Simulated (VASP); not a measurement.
# CdF2 (Fm-3m) in VASP: vibrations by perturbation theory with LDA

Aim: the vibrations by perturbation theory of CdF2 with LDA.

Program: VASP 6.6.1. These are calculated values, not measurements. Logs are shortened: lines on timing, memory, paths and dates and some standing lists are left out, and cuts for length are marked.

### Step 1. The cell of the first run

The structure is cubic, space group Fm-3m (No. 225). Conventional cell: a = 5.388 Å, b = 5.388 Å, c = 5.388 Å, α = 90.00°, β = 90.00°, γ = 90.00°. Within 3.1 Å of Cd (site symmetry m-3m) lie 8 F at 2.33 Å. F (site symmetry -43m) has 4 Cd at 2.33 Å and 6 F at 2.69 Å within 3.1 Å.

### Step 2. Vibrations by perturbation theory, LDA

INCAR reads:

```
SYSTEM = CdF2
PREC = Accurate ; ENCUT = 700
EDIFF = 1E-8 ; ISMEAR = 0
SIGMA = 0.01 ; LREAL = .False.
LASPH = .True. ; NELM = 120
ALGO = Normal ; ISIF = 2
LWAVE = .False. ; LCHARG = .False.
NBANDS = 24 ; IBRION = 8
NSW = 1 ; LEPSILON = .True.
GGA_COMPAT = .False.
```

KPOINTS reads:

```
regular mesh
0
Gamma
  7 7 7
  0 0 0
```

POSCAR reads:

```
CdF2
1.0
    0.0000000000      2.6940000000      2.6940000000
    2.6940000000      0.0000000000      2.6940000000
    2.6940000000      2.6940000000      0.0000000000
Cd F
1 2
Direct
    0.0000000000      0.0000000000      0.0000000000
    0.7500000000      0.7500000000      0.7500000000
    0.2500000000      0.2500000000      0.2500000000
```

Potentials or basis: VASP PAW LDA potentials, release 64 (Cd_sv_GW, F).

On the command line:

```
$ cat potpaw_LDA.64/Cd_sv_GW/POTCAR potpaw_LDA.64/F/POTCAR > POTCAR
$ mpirun -np 1 vasp_std > vasp.out
```

OUTCAR:

```text
SYSTEM = CdF2
   PREC = Accurate
   ENCUT = 700
   EDIFF = 1E-8
   ISMEAR = 0
   LREAL = .False.
   LASPH = .True.
   NELM = 120
   ISIF = 2
   IBRION = 8
   NSW = 1
   LEPSILON = .True.

 ion  position               nearest neighbor table
   1  0.000  0.000  0.000-
   2  0.750  0.750  0.750-
   3  0.250  0.250  0.250-

  LATTYP: Found a face centered cubic cell.
 ALAT       =     5.3880000000

  Lattice vectors:

 A1 = (   0.0000000000,   2.6940000000,   2.6940000000)
 A2 = (   2.6940000000,   0.0000000000,   2.6940000000)
 A3 = (   2.6940000000,   2.6940000000,   0.0000000000)

Analysis of symmetry for initial positions (statically):
=====================================================================
 Subroutine PRICEL returns:
 Original cell was already a primitive cell.

 Routine SETGRP: Setting up the symmetry group for a
 face centered cubic supercell.

 Subroutine GETGRP returns: Found 48 space group operations
 (whereof 48 operations were pure point group operations)
 out of a pool of 48 trial point group operations.

The static configuration has the point symmetry O_h .

Analysis of symmetry for dynamics (positions and initial velocities):
=====================================================================
 Subroutine PRICEL returns:
 Original cell was already a primitive cell.

 Routine SETGRP: Setting up the symmetry group for a
 face centered cubic supercell.

 Subroutine GETGRP returns: Found 48 space group operations
 (whereof 48 operations were pure point group operations)
 out of a pool of 48 trial point group operations.

The dynamic configuration has the point symmetry O_h .

 Subroutine INISYM returns: Found 48 space group operations
 (whereof 48 operations are pure point group operations),
 and found     1 'primitive' translations

----------------------------------------------------------------------------------------

                                     Primitive cell

  volume of cell :      39.1041

  direct lattice vectors                    reciprocal lattice vectors
     0.000000000  2.694000000  2.694000000    -0.185597624  0.185597624  0.185597624
     2.694000000  0.000000000  2.694000000     0.185597624 -0.185597624  0.185597624
     2.694000000  2.694000000  0.000000000     0.185597624  0.185597624 -0.185597624

  length of vectors
     3.809891337  3.809891337  3.809891337     0.321464515  0.321464515  0.321464515

  position of ions in fractional coordinates (direct lattice)
     0.000000000  0.000000000  0.000000000
     0.750000000  0.750000000  0.750000000
     0.250000000  0.250000000  0.250000000

  ion indices of the primitive-cell ions
   primitive index   ion index
                 1           1
                 2           2
                 3           3

----------------------------------------------------------------------------------------

 KPOINTS: regular mesh

Automatic generation of k-mesh.
 Grid dimensions read from file:
 generate k-points for:    7    7    7

 Generating k-lattice:

  Cartesian coordinates                     Fractional coordinates (reciprocal lattice)
    -0.026513946  0.026513946  0.026513946     0.142857143  0.000000000  0.000000000
     0.026513946 -0.026513946  0.026513946     0.000000000  0.142857143  0.000000000
     0.026513946  0.026513946 -0.026513946     0.000000000  0.000000000  0.142857143

  Length of vectors
     0.045923502  0.045923502  0.045923502

  Shift w.r.t. Gamma in fractional coordinates (k-lattice)
     0.000000000  0.000000000  0.000000000

 Subroutine IBZKPT returns following result:
 ===========================================

 Found     20 irreducible k-points:

 Following reciprocal coordinates:
[... 652 lines left out ...]
    total drift:                               -0.000000      0.000000      0.000000

  FREE ENERGIE OF THE ION-ELECTRON SYSTEM (eV)
  ---------------------------------------------------
  free  energy   TOTEN  =       -12.7947779405 eV

  energy  without entropy=      -12.7947779405  energy(sigma->0) =      -12.79477794

 HEAD OF MICROSCOPIC STATIC DIELECTRIC TENSOR (INDEPENDENT PARTICLE, excluding Hartree and local field effects)
 ------------------------------------------------------
           3.060597     0.000000    -0.000000
           0.000000     3.060597     0.000000
          -0.000000    -0.000000     3.060597
 ------------------------------------------------------

 Free energy of the ion-electron system (eV)
  ---------------------------------------------------
  ---------------------------------------------------
  free energy    TOTEN  =        -0.21891110 eV

  energy without entropy =       -0.21891110

------------------------ aborting loop because EDIFF is reached ----------------------------------------

--------------------------------------- Ionic step        2  -------------------------------------------

------------------------ aborting loop because EDIFF is reached ----------------------------------------

--------------------------------------- Ionic step        3  -------------------------------------------

------------------------ aborting loop because EDIFF is reached ----------------------------------------

 PIEZOELECTRIC TENSOR FIELD DIRECTION 3  (e Angst)
 -----------------------------------------------------------------------------
    -0.00004  0.00000 -0.00000           ( -0.00001  0.00000  0.00000)
     0.00000 -0.00004  0.00000           (  0.00000 -0.00001  0.00000)
     0.00000  0.00000 -0.00048           (  0.00000  0.00000 -0.00003)

 PIEZOELECTRIC TENSOR FIELD DIRECTION 3  (C/m^2)
 -----------------------------------------------------------------------------
    -0.00002  0.00000 -0.00000
     0.00000 -0.00002  0.00000
     0.00000  0.00000 -0.00020

--------------------------------------- Ionic step        4  -------------------------------------------

------------------------ aborting loop because EDIFF is reached ----------------------------------------

[... ionic steps 5 to 6 ...]

--------------------------------------- Ionic step        7  -------------------------------------------

 Free energy of the ion-electron system (eV)
  ---------------------------------------------------
  ---------------------------------------------------
  free energy    TOTEN  =        -0.52644424 eV

  energy without entropy =       -0.52644424

------------------------ aborting loop because EDIFF is reached ----------------------------------------

 INTERNAL STRAIN TENSOR  FOR ION    2  DIRECTION 1   (eV/Angst):
 -----------------------------------------------------------------------------
     0.01272  0.00000  0.00000
     0.00000 -0.00441  1.37603
     0.00000  1.37603 -0.00441

 MACROSCOPIC STATIC DIELECTRIC TENSOR (including local field effects in DFT)
 ------------------------------------------------------
           2.937189     0.000000    -0.000000
           0.000000     2.937189     0.000000
           0.000000     0.000000     2.937189
 ------------------------------------------------------

 PIEZOELECTRIC TENSOR (including local field effects)  for field in x, y, z        (e  Angst)
          XX          YY          ZZ          XY          YZ          ZX
  --------------------------------------------------------------------------------
  x     0.00000     0.00000     0.00000     0.00000     0.00000     0.00000
  y     0.00000     0.00000     0.00000     0.00000     0.00000     0.00000
  z     0.00000     0.00000     0.00000     0.00000     0.00000     0.00000

 PIEZOELECTRIC TENSOR (including local field effects)  for field in x, y, z        (C/m^2)
          XX          YY          ZZ          XY          YZ          ZX
  --------------------------------------------------------------------------------
  x     0.00000     0.00000     0.00000     0.00000     0.00000     0.00000
  y     0.00000     0.00000     0.00000     0.00000     0.00000     0.00000
  z     0.00000     0.00000     0.00000     0.00000     0.00000     0.00000

 BORN EFFECTIVE CHARGES (including local field effects) (in |e|, cummulative output)
 ---------------------------------------------------------------------------------
 ion    1
    1     2.46100     0.00000     0.00000
    2     0.00000     2.46100     0.00000
    3     0.00000     0.00000     2.46100
 ion    2
    1    -1.23050     0.00000     0.00000
    2     0.00000    -1.23050     0.00000
    3     0.00000     0.00000    -1.23050
 ion    3
    1    -1.23050     0.00000     0.00000
    2     0.00000    -1.23050     0.00000
    3     0.00000     0.00000    -1.23050

 INTERNAL STRAIN TENSOR FOR ION    3 for displacements in x,y,z  (eV/Angst):
          X           Y           Z          XY          YZ          ZX
  --------------------------------------------------------------------------------
  x     0.00000    -0.00000    -0.00000     0.00000    -1.37603     0.00000
  y     0.00000     0.00000     0.00000     0.00000     0.00000    -1.37603
  z     0.00000     0.00000     0.00000    -1.37603     0.00000     0.00000

 SECOND DERIVATIVES (NOT SYMMETRIZED)
 ------------------------------------
               1X          1Y          1Z          2X          2Y          2Z          3X          3Y          3Z
  1X    -4.355817    0.000000    0.000000    2.177909    0.000000    0.000000    2.177909    0.000000    0.000000
  1Y     0.000000   -4.355817    0.000000    0.000000    2.177909    0.000000    0.000000    2.177909    0.000000
  1Z     0.000000    0.000000   -4.355817    0.000000    0.000000    2.177909    0.000000    0.000000    2.177909
  2X     2.187899    0.000000    0.000000   -4.028580    0.000000    0.000000    1.840681    0.000000    0.000000
  2Y     0.000000    2.187899    0.000000    0.000000   -4.028580    0.000000    0.000000    1.840681    0.000000
  2Z     0.000000    0.000000    2.187899    0.000000    0.000000   -4.028580    0.000000    0.000000    1.840681
  3X     2.187899    0.000000    0.000000    1.840681    0.000000    0.000000   -4.028580    0.000000    0.000000
  3Y     0.000000    2.187899    0.000000    0.000000    1.840681    0.000000    0.000000   -4.028580    0.000000
  3Z     0.000000    0.000000    2.187899    0.000000    0.000000    1.840681    0.000000    0.000000   -4.028580

 Eigenvectors and eigenvalues of the dynamical matrix
 ----------------------------------------------------

   1 f  =    8.689374 THz    54.596948 2PiTHz  289.846321 cm-1    35.936348 meV
             X         Y         Z           dx          dy          dz
      0.000000  0.000000  0.000000    -0.000000    0.000000   -0.000000
      4.041000  4.041000  4.041000    -0.683869   -0.179785    0.000000
      1.347000  1.347000  1.347000     0.683869    0.179785    0.000000
[... 43 lines left out ...]
   9 f/i=    0.006091 THz     0.038273 2PiTHz    0.203183 cm-1     0.025191 meV
             X         Y         Z           dx          dy          dz
      0.000000  0.000000  0.000000    -0.714573   -0.435856   -0.218303
      4.041000  4.041000  4.041000    -0.293091   -0.178772   -0.089540
      1.347000  1.347000  1.347000    -0.293091   -0.178772   -0.089540

--------------------------------------------------------------------------------------------------------

 MACROSCOPIC STATIC DIELECTRIC TENSOR IONIC CONTRIBUTION
 ------------------------------------------------------
           6.424395    -0.000000     0.000000
          -0.000000     6.424395     0.000000
           0.000000     0.000000     6.424395
 ------------------------------------------------------

 ELASTIC MODULI CONTR FROM IONIC RELAXATION (kBar)
 Direction    XX          YY          ZZ          XY          YZ          ZX
 --------------------------------------------------------------------------------
 XX          -0.0000     -0.0000     -0.0000      0.0000      0.0000      0.0000
 YY          -0.0000     -0.0000     -0.0000      0.0000     -0.0000     -0.0000
 ZZ          -0.0000     -0.0000     -0.0000     -0.0000     -0.0000      0.0000
 XY           0.0000      0.0000     -0.0000    -26.4357     -0.0000      0.0000
 YZ           0.0000     -0.0000     -0.0000     -0.0000    -26.4357     -0.0000
 ZX           0.0000     -0.0000      0.0000      0.0000     -0.0000    -26.4357
 --------------------------------------------------------------------------------

 PIEZOELECTRIC TENSOR IONIC CONTR  for field in x, y, z        (C/m^2)
          XX          YY          ZZ          XY          YZ          ZX
  --------------------------------------------------------------------------------
  x    -0.00000     0.00000     0.00000     0.00000     0.00000     0.00000
  y    -0.00000    -0.00000    -0.00000     0.00000    -0.00000     0.00000
  z     0.00000    -0.00000    -0.00000    -0.00000    -0.00000    -0.00000
```

It took 16 min on 1 thread of Intel Xeon Platinum 8375C at 2.90GHz (Ice Lake), shared host; peak memory 0.46 GiB.

Results:

```yaml
Electronic_dielectric_tensor_diagonal: 2.94
Born_charges_mean_of_the_diagonal: Cd +2.46; F -1.23 e
Highest_phonon_frequency_at_Γ_LO-TO_splitting_left_out: 290 cm⁻¹
```

Phonon frequencies in cm⁻¹ (negative: imaginary):
```tsv
q point	frequencies
(0.000, 0.000, 0.000)	0 0 0 205 205 205 290 290 290
```

Electronic dielectric tensor:
```
2.94 0.00 0.00
0.00 2.94 0.00
0.00 0.00 2.94
```

Born effective charge tensors (e):
atom 1, Cd
```
2.46 0.00 0.00
0.00 2.46 0.00
0.00 0.00 2.46
```
atom 2, F
```
-1.23  0.00  0.00
 0.00 -1.23  0.00
 0.00  0.00 -1.23
```
atom 3, F
```
-1.23  0.00  0.00
 0.00 -1.23  0.00
 0.00  0.00 -1.23
```

Caveat: the cell stands under pressure or tension, which shifts response properties.
